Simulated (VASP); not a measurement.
# TlCl (Pm-3m) in VASP: single point with PBEsol

Aim: the single point of TlCl with PBEsol.

Everything below comes from runs of VASP 6.6.1. Logs are shortened: lines on timing, memory, paths and dates and some standing lists are left out, and cuts for length are marked.

### Step 1. The cell of the first run

It takes space group Pm-3m (No. 221, cubic). The conventional cell has a = 3.834 Å, b = 3.834 Å, c = 3.834 Å, α = 90.00°, β = 90.00°, γ = 90.00°. Within 4.4 Å of Tl (site symmetry m-3m) lie 8 Cl at 3.32 Å and 6 Tl at 3.83 Å. Cl (site symmetry m-3m) has 8 Tl at 3.32 Å and 6 Cl at 3.83 Å within 4.4 Å.

### Step 2. Single point, PBEsol

The input, INCAR:

```
SYSTEM = TlCl
PREC = Accurate
ENCUT = 500
EDIFF = 1E-6
ISMEAR = 0
SIGMA = 0.01
LREAL = .False.
LASPH = .True.
NELM = 120
ALGO = Normal
ISIF = 2
LWAVE = .False.
LCHARG = .True.
GGA = PS
LELF = .True.
LVHAR = .True.
NBANDS = 17
GGA_COMPAT = .False.
```

The input, KPOINTS:

```
regular mesh
0
Gamma
  3 3 3
  0 0 0
```

The input, POSCAR:

```
TlCl
1.0
    3.8340000000      0.0000000000      0.0000000000
    0.0000000000      3.8340000000      0.0000000000
    0.0000000000      0.0000000000      3.8340000000
Tl Cl
1 1
Direct
    0.0000000000      0.0000000000      0.0000000000
    0.5000000000      0.5000000000      0.5000000000
```

Potentials or basis: VASP PAW PBE potentials, release 64 (Tl_d, Cl).

Launch:

```console
cat potpaw_PBE.64/Tl_d/POTCAR potpaw_PBE.64/Cl/POTCAR > POTCAR
mpirun -np 1 vasp_std > vasp.out
```

OUTCAR:

```text
SYSTEM = TlCl
   PREC = Accurate
   ENCUT = 500
   EDIFF = 1E-6
   ISMEAR = 0
   LREAL = .False.
   LASPH = .True.
   NELM = 120
   ISIF = 2
   GGA = PS

 ion  position               nearest neighbor table
   1  0.000  0.000  0.000-   2 3.32   2 3.32   2 3.32   2 3.32   2 3.32   2 3.32   2 3.32   2 3.32

   2  0.500  0.500  0.500-   1 3.32   1 3.32   1 3.32   1 3.32   1 3.32   1 3.32   1 3.32   1 3.32

  LATTYP: Found a simple cubic cell.
 ALAT       =     3.8340000000

  Lattice vectors:

 A1 = (   3.8340000000,   0.0000000000,   0.0000000000)
 A2 = (   0.0000000000,   3.8340000000,   0.0000000000)
 A3 = (   0.0000000000,   0.0000000000,   3.8340000000)

Analysis of symmetry for initial positions (statically):
=====================================================================
 Subroutine PRICEL returns:
 Original cell was already a primitive cell.

 Routine SETGRP: Setting up the symmetry group for a
 simple cubic supercell.

 Subroutine GETGRP returns: Found 48 space group operations
 (whereof 48 operations were pure point group operations)
 out of a pool of 48 trial point group operations.

The static configuration has the point symmetry O_h .

Analysis of symmetry for dynamics (positions and initial velocities):
=====================================================================
 Subroutine PRICEL returns:
 Original cell was already a primitive cell.

 Routine SETGRP: Setting up the symmetry group for a
 simple cubic supercell.

 Subroutine GETGRP returns: Found 48 space group operations
 (whereof 48 operations were pure point group operations)
 out of a pool of 48 trial point group operations.

The dynamic configuration has the point symmetry O_h .

 Subroutine INISYM returns: Found 48 space group operations
 (whereof 48 operations are pure point group operations),
 and found     1 'primitive' translations

----------------------------------------------------------------------------------------

                                     Primitive cell

  volume of cell :      56.3581

  direct lattice vectors                    reciprocal lattice vectors
     3.834000000  0.000000000  0.000000000     0.260824204  0.000000000  0.000000000
     0.000000000  3.834000000  0.000000000     0.000000000  0.260824204  0.000000000
     0.000000000  0.000000000  3.834000000     0.000000000  0.000000000  0.260824204

  length of vectors
     3.834000000  3.834000000  3.834000000     0.260824204  0.260824204  0.260824204

  position of ions in fractional coordinates (direct lattice)
     0.000000000  0.000000000  0.000000000
     0.500000000  0.500000000  0.500000000

  ion indices of the primitive-cell ions
   primitive index   ion index
                 1           1
                 2           2

----------------------------------------------------------------------------------------

 KPOINTS: regular mesh

Automatic generation of k-mesh.
 Grid dimensions read from file:
 generate k-points for:    3    3    3

 Generating k-lattice:

  Cartesian coordinates                     Fractional coordinates (reciprocal lattice)
     0.086941401  0.000000000  0.000000000     0.333333333  0.000000000  0.000000000
     0.000000000  0.086941401  0.000000000     0.000000000  0.333333333  0.000000000
     0.000000000  0.000000000  0.086941401     0.000000000  0.000000000  0.333333333

  Length of vectors
     0.086941401  0.086941401  0.086941401

  Shift w.r.t. Gamma in fractional coordinates (k-lattice)
     0.000000000  0.000000000  0.000000000

 Subroutine IBZKPT returns following result:
 ===========================================

 Found      4 irreducible k-points:

 Following reciprocal coordinates:
            Coordinates               Weight
  0.000000  0.000000  0.000000      1.000000
  0.333333  0.000000  0.000000      6.000000
  0.333333  0.333333  0.000000     12.000000
  0.333333  0.333333  0.333333      8.000000
   k-points           NKPTS =      4   k-points in BZ     NKDIM =      4   number of bands    NBANDS=     17
   number of dos      NEDOS =    301   number of ions     NIONS =      2
   total plane-waves  NPLWV =  21952
   dimension x,y,z NGX =    28 NGY =   28 NGZ =   28
   dimension x,y,z NGXF=    56 NGYF=   56 NGZF=   56
   ions per type =               1   1
   NGX,Y,Z   is equivalent  to a cutoff of  12.14, 12.14, 12.14 a.u.
   NGXF,Y,Z  is equivalent  to a cutoff of  24.28, 24.28, 24.28 a.u.
 SYSTEM =  TlCl
   PREC   = accura    normal or accurate (medium, high low for compatibility)
   ISTART =      0    job   : 0-new  1-cont  2-samecut
   ICHARG =      2    charge: 1-file 2-atom 10-const
   ISPIN  =      1    spin polarized calculation?
   LNONCOLLINEAR =      F non collinear calculations
   LSORBIT =      F    spin-orbit coupling
   LASPH  =      T    aspherical Exc in radial PAW
   ENCUT  =  500.0 eV  36.75 Ry    6.06 a.u.   6.99  6.99  6.99*2*pi/ulx,y,z
   NELM   =    120;   NELMIN=  2; NELMDL= -5     # of ELM steps
   EDIFF  = 0.1E-05   stopping-criterion for ELM
   LREAL  =      F    real-space projection
   EDIFFG = 0.1E-04   stopping-criterion for IOM
   NSW    =      0    number of steps for IOM
   IBRION =     -1    ionic relax: 0-MD 1-quasi-New 2-CG
   NFREE  =      0    steps in history (QN), initial steepest desc. (CG)
   ISIF   =      2    stress and relaxation
   ISYM   =      2    0-nonsym 1-usesym 2-fastsym
   POTIM  = 0.5000    time-step for ionic-motion
   TEBEG  =    0.0;   TEEND  =   0.0 temperature during run
   PSTRESS=    0.0 pullay stress
   NELECT =      20.0000    total number of electrons
   NUPDOWN=      -1.0000    fix difference up-down
   EMIN   =  10.00;   EMAX   =-10.00  energy-range for DOS
   EFERMI =   0.00;   METHOD = LEGACY
   ISMEAR =     0;   SIGMA  =   0.01  broadening in eV -4-tet -1-fermi 0-gaus
   EFERMI_NEDOS =   21; number of points for ismear=-14 and -15
   IALGO  =     38    algorithm
   IMIX   =      4    mixing-type and parameters
     AMIX     =   0.40;   BMIX     =  1.00
     AMIX_MAG =   1.60;   BMIX_MAG =  1.00
  volume/ion in A,a.u.               =      28.18       190.16
  Fermi-wavevector in a.u.,A,eV,Ry     =   1.159043  2.190273 18.277790  1.343380
  Thomas-Fermi vector in A             =   2.295639
   LORBIT       =      0    0 simple, 1 ext, 2 COOP (PROOUT), +10 PAW based schemes
   GGA     = PS    functional components
   LHFCALC =     F    Hartree Fock is set to
   AEXX    =    0.0000 exact exchange contribution
   IVDW    =     0    specifies the selected vdW correction
   LEPSILON=     F    determine dielectric tensor
   LRPA    =     F    only Hartree local field effects (RPA)
 non-spin polarized calculation
 Gauss-broadening in eV      SIGMA  =   0.01
  energy-cutoff  :      500.00
  volume of cell :       56.36
 maximum number of plane-waves:      1436
 NGX is ok and might be reduce to    28
   NGX = 13   NGY = 13   NGZ = 13

 number of electron      19.9999993 magnetization

 Free energy of the ion-electron system (eV)
  ---------------------------------------------------
  ext. energy  EPLUGINS =         0.00000000
  ---------------------------------------------------
  free energy    TOTEN  =        -6.45307950 eV

  energy without entropy =       -6.45307950  energy(sigma->0) =       -6.45307950

 E-fermi :   1.9943     XC(G=0):  -9.3691

 val. band max:        1.9382401164   @ k =   0.3333   0.0000   0.0000
 cond. band min:       5.8208779663   @ k =   0.3333   0.0000   0.0000
 fundamental gap:      3.8826378500
 Fermi energy:         1.9942644551

 k-point     1 :       0.0000    0.0000    0.0000
  band No.  band energies     occupation
      1     -11.1616      2.00000
      2      -7.3107      2.00000
      3      -7.3107      2.00000
      4      -7.0621      2.00000
      5      -7.0621      2.00000
      6      -7.0621      2.00000
      7      -2.0321      2.00000
      8       1.0642      2.00000
      9       1.0642      2.00000
     10       1.0642      2.00000
     11      10.2740      0.00000
     12      10.2740      0.00000
     13      10.3441      0.00000
     14      10.3441      0.00000
     15      10.3441      0.00000
     16      14.9510      0.00000
     17      16.7690      0.00000

 k-point     2 :       0.3333    0.0000    0.0000
  band No.  band energies     occupation
      1     -10.9701      2.00000
      2      -7.2995      2.00000
      3      -7.1811      2.00000
      4      -7.1247      2.00000
      5      -7.1247      2.00000
      6      -7.0564      2.00000
      7      -2.7142      2.00000
      8       1.3912      2.00000
      9       1.3912      2.00000
     10       1.9382      2.00000
     11       5.8209      0.00000
     12       9.3903      0.00000
     13       9.3903      0.00000
     14      10.8907      0.00000
     15      14.1674      0.00000
     16      14.7752      0.00000
     17      16.7335      0.00000

 k-point     3 :       0.3333    0.3333    0.0000
  band No.  band energies     occupation
      1     -10.8581      2.00000
      2      -7.2356      2.00000
      3      -7.1135      2.00000
      4      -7.1117      2.00000
      5      -7.1073      2.00000
      6      -7.0808      2.00000
      7      -2.1079      2.00000
      8      -0.0878      2.00000
      9       1.5047      2.00000
     10       1.5794      2.00000
     11       6.4691      0.00000
     12       7.7267      0.00000
     13      10.0420      0.00000
     14      11.8651      0.00000
     15      14.2278      0.00000
     16      14.3109      0.00000
     17      15.7965      0.00000

 k-point     4 :       0.3333    0.3333    0.3333
  band No.  band energies     occupation
      1     -10.7339      2.00000
      2      -7.1952      2.00000
      3      -7.1952      2.00000
      4      -7.1179      2.00000
      5      -7.0731      2.00000
      6      -7.0731      2.00000
      7      -1.3465      2.00000
      8       0.5156      2.00000
      9       0.5156      2.00000
     10       1.2655      2.00000
     11       6.2053      0.00000
     12       6.2053      0.00000
     13       7.6068      0.00000
     14      13.4218      0.00000
     15      13.9194      0.00000
     16      13.9194      0.00000
     17      18.5859      0.00000

------------------------ aborting loop because EDIFF is reached ----------------------------------------

  FORCE on cell =-STRESS in cart. coord.  units (eV):
  Direction    XX          YY          ZZ          XY          YZ          ZX
  --------------------------------------------------------------------------------------
  -------------------------------------------------------------------------------------
  Total       -0.5461658     -0.5461658     -0.5461658      0.0000000     -0.0000000      0.0000000
  in kB      -15.5266855    -15.5266855    -15.5266855      0.0000000     -0.0000000      0.0000000
  external PRESSURE =     -15.5266855 kB  Pullay stress =       0.0000000 kB

 VOLUME and BASIS-vectors are now :
 -----------------------------------------------------------------------------
  energy-cutoff  :      500.00
  volume of cell :       56.36
      direct lattice vectors                 reciprocal lattice vectors
     3.834000000  0.000000000  0.000000000     0.260824204  0.000000000  0.000000000
     0.000000000  3.834000000  0.000000000     0.000000000  0.260824204  0.000000000
     0.000000000  0.000000000  3.834000000     0.000000000  0.000000000  0.260824204

 POSITION                                       TOTAL-FORCE (eV/Angst)
 -----------------------------------------------------------------------------------
      0.00000      0.00000      0.00000         0.000000      0.000000      0.000000
      1.91700      1.91700      1.91700         0.000000      0.000000      0.000000
 -----------------------------------------------------------------------------------
    total drift:                               -0.000000      0.000000      0.000000

  FREE ENERGIE OF THE ION-ELECTRON SYSTEM (eV)
  ---------------------------------------------------
  free  energy   TOTEN  =        -6.4530794967 eV

  energy  without entropy=       -6.4530794967  energy(sigma->0) =       -6.45307950
```

It took 6.9 s on 1 thread of Intel Xeon 8259CL, shared host; peak memory 0.15 GiB.

What came out:

```
Free energy            : -6.4531 eV
Pressure               : -1.6 GPa
Band gap on the k mesh : 3.88 eV, direct
```

Caveat: the k points lie up to 0.55 Å⁻¹ apart; the PAW data sets were made with another functional, which shifts forces and pressure a little; spin-orbit coupling is left out, which moves the levels of the heavy elements. A k mesh can miss the band edges.
